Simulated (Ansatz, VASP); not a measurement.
**One calculation of AlRu, two programs**

File INCAR:

```
SYSTEM = AlRu
ALGO = Normal
EDIFF = 1E-6
ENCUT = 520
GGA = PE
ISIF = 2
ISMEAR = 0
LASPH = .True.
LCHARG = .False.
LREAL = .False.
LWAVE = .False.
NBANDS = 16
NELM = 100
PREC = Accurate
SIGMA = 0.1
```

Contents of KPOINTS:

```
k-points
0
Gamma
  6 6 6
  0 0 0
```

File POSCAR:

```
AlRu
1.0
    3.0041474085      0.0000000000      0.0000000000
    0.0000000000      3.0041474085      0.0000000000
    0.0000000000      0.0000000000      3.0041474085
Al Ru
1 1
Direct
    0.0000000000      0.0000000000      0.0000000000
    0.5000000000      0.5000000000      0.5000000000
```

Input for Ansatz:

```yaml
crystal:
  lattice:
    - [3.0041474136, 0.0, 0.0]
    - [0.0, 3.0041474136, 0.0]
    - [0.0, 0.0, 3.0041474136]
  atoms:
    - { symbol: Al, position: [0.0, 0.0, 0.0] }
    - { symbol: Ru, position: [0.5, 0.5, 0.5] }
basis:
  ecutwfc: 420
kpoints:
  mp_grid: { grid: [6, 6, 6] }
hamiltonian:
  xc: pbe
scf:
  occupations: { method: gaussian, width: 0.1 }
output:
  forces: true
  stress: true
  eigenvalues: true
```

Alike in both runs: task single point; functional PBE; k mesh 6 × 6 × 6; occupations gaussian, width 0.1 eV; no spin polarisation.

```csv
,VASP,Ansatz
version,VASP 6.6.1,Ansatz 0.2.0
potentials or method,"VASP PAW PBE potentials, release 64 (Al, Ru_pv), cutoff 520 eV","scalar-relativistic, plane waves, PAW"
valence electrons in the cell,17,19
```

|  | VASP | Ansatz | Ansatz less VASP |
| --- | --- | --- | --- |
| gap on the k mesh at the Fermi level (eV) | none | none | - |
| pressure (GPa) | -0.2 | -0.1 | +0.06 |

A gap of «none» marks a metal or a gap that the smearing closes. VASP's potentials hold 17 valence electrons a cell and Ansatz's 19, so a difference there can come from the potentials and not from the codes.
